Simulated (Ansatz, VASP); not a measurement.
# HfN: VASP beside Ansatz

```
Hf N
1.0
     0.00000    2.14462    2.23398
     2.14462    0.00000    2.23398
     2.14462    2.14462    0.00000
Hf N
1 1
Direct
  0.99842 0.00158 0.00158
  0.52014 0.47986 0.47986
```

Change from the starting cell: mode 4 frozen in at -0.090 Å, equal normal strain along x and y -0.0400.

Alike in both runs: task single point; functional LDA; k mesh 18 × 18 × 18; occupations gaussian, width 0.15 eV; no spin polarisation.

|  | VASP | Ansatz |
| --- | --- | --- |
| version | VASP 6.6.1 | Ansatz 0.2.0 |
| potentials or method | VASP PAW LDA potentials, release 64 (Hf_pv, N), cutoff 520 eV | scalar-relativistic, plane waves, PAW |
| valence electrons in the cell | 15 | 31 |

Ansatz gave:

| Item | Value |
| --- | --- |
| gap on the k mesh at the Fermi level (eV) | none |
| pressure (GPa) | 32.5 |
| traceless stress, the component that is largest in VASP (GPa) | -22.40 |
| rms of the force components (eV/Å) | 1.065 |

Question: Which values does VASP return?

Answer: gap on the k mesh at the Fermi level (eV): none; pressure (GPa): 31.6; traceless stress, the component that is largest in VASP (GPa): -22.65; rms of the force components (eV/Å): 1.083.

Ansatz warns that its potentials were made for another functional, while VASP's fit it. LDA's correlation is that of Perdew and Zunger in VASP and of Perdew and Wang (1992) in Ansatz. Atom by atom the forces differ by 0.019 eV/Å (rms over components). A gap of «none» marks a metal or a gap that the smearing closes. Both programs put the cell under a high pressure, so it lies far from rest at this level. VASP's potentials hold 15 valence electrons a cell and Ansatz's 31, so a difference there can come from the potentials and not from the codes.

Neither program's run includes spin-orbit coupling.
